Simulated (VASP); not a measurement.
Set up this calculation in VASP 6.6.1, as the native input.

* Task: single point
* Functional: r2SCAN
* Potentials or basis: VASP PAW PBE potentials, release 64 (Sn_d, Se)
* Cutoff: 520 eV
* k mesh: 8 × 8 × 5
* Occupations: fermi-dirac, width 0.05 eV
* Spin: no spin polarisation
* Dipole correction: no
* Further INCAR settings: ALGO = Normal; EDIFF = 1e-07; NBANDS = 20

The system is SnSe2.

```
Sn Se
1.0
     3.63494    0.00000    0.00000
    -1.81747    3.14795    0.00000
     0.00000    0.00000    5.31944
Sn Se
1 2
Direct
  0.00000 0.00000 0.00000
  0.66667 0.33333 0.70662
  0.33333 0.66667 0.29338
```

One way to write it, as run:

POSCAR

```
SnSe2
1.0
    3.6349405875      0.0000000000      0.0000000000
   -1.8174702937      3.1479508900      0.0000000000
    0.0000000000      0.0000000000      5.3194367451
Sn Se
1 2
Direct
    0.0000000000      0.0000000000      0.0000000000
    0.6666666667      0.3333333333      0.7066218030
    0.3333333333      0.6666666667      0.2933781970
```

INCAR.step1

```
PREC = Accurate
ENCUT = 520
ISMEAR = -1
SIGMA = 0.05
LREAL = F
LASPH = T
NELM = 80
NBANDS = 20
GGA = PE
ALGO = Normal
EDIFF = 1E-4
LWAVE = T
LCHARG = F
```

INCAR.step2

```
PREC = Accurate
ENCUT = 520
EDIFF = 1E-7
ISMEAR = -1
SIGMA = 0.05
LREAL = F
LASPH = T
NELM = 80
ALGO = Normal
ISIF = 2
LWAVE = F
LCHARG = F
METAGGA = R2SCAN
LMIXTAU = T
NBANDS = 20
ISTART = 1
```

KPOINTS

```
Automatic mesh
0
Gamma
  8 8 5
```

Potentials or basis: VASP PAW PBE potentials, release 64 (Sn_d, Se).

Run with:

```bash
$ cat potpaw_PBE.64/Sn_d/POTCAR potpaw_PBE.64/Se/POTCAR > POTCAR
$ cp INCAR.step1 INCAR
$ mpirun -np 1 vasp_std > vasp.out
$ cp INCAR.step2 INCAR
$ mpirun -np 1 vasp_std > vasp.out
```

Results of the run:

- Pressure: 20.2 GPa
- Largest force: 0.031 eV/Å
- Band gap on the k mesh: zero (band 13 reaches 7.70 eV, above the bottom of band 14 at 7.50 eV)

Caveat: the PAW data sets were made with another functional, which shifts forces and pressure a little; spin-orbit coupling is left out, which moves the levels of the heavy elements.

It took 3.4 min on 1 thread of Intel(R) Xeon(R) 6975P-C (Granite Rapids) (shared host), peak memory 0.21 GiB.
